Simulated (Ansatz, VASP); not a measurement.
## Two plane-wave programs on BN

```
CELL_PARAMETERS angstrom
0.00000 1.81300 1.81300
1.81300 0.00000 1.81300
1.81300 1.81300 0.00000
ATOMIC_POSITIONS crystal
B 0.00000 0.00000 0.00000
N 0.75000 0.75000 0.89626
```

Change from the starting cell: all N atoms moved +0.375 Å, as atom 2 along Cartesian [1 1 0].

Alike in both runs: task single point; functional r2SCAN; k mesh 12 × 12 × 12; occupations gaussian, width 0.05 eV; no spin polarisation.

|  | VASP | Ansatz |
| --- | --- | --- |
| version | VASP 6.6.1 | Ansatz 0.2.0 |
| potentials or method | VASP PAW PBE potentials, release 64 (B, N), cutoff 520 eV | scalar-relativistic, plane waves, PAW |
| valence electrons in the cell | 8 | 8 |

VASP gave:

* gap on the k mesh at the Fermi level (eV): 1.88
* least direct gap on the mesh (eV): 6.53
* rms of the force components (eV/Å): 6.321

Task: Estimate Ansatz's values.

Result: gap on the k mesh at the Fermi level (eV): 1.87; least direct gap on the mesh (eV): 6.48; rms of the force components (eV/Å): 6.341.

VASP's potentials were made for PBE, not for r2SCAN. Atom by atom the forces differ by 0.020 eV/Å (rms over components).
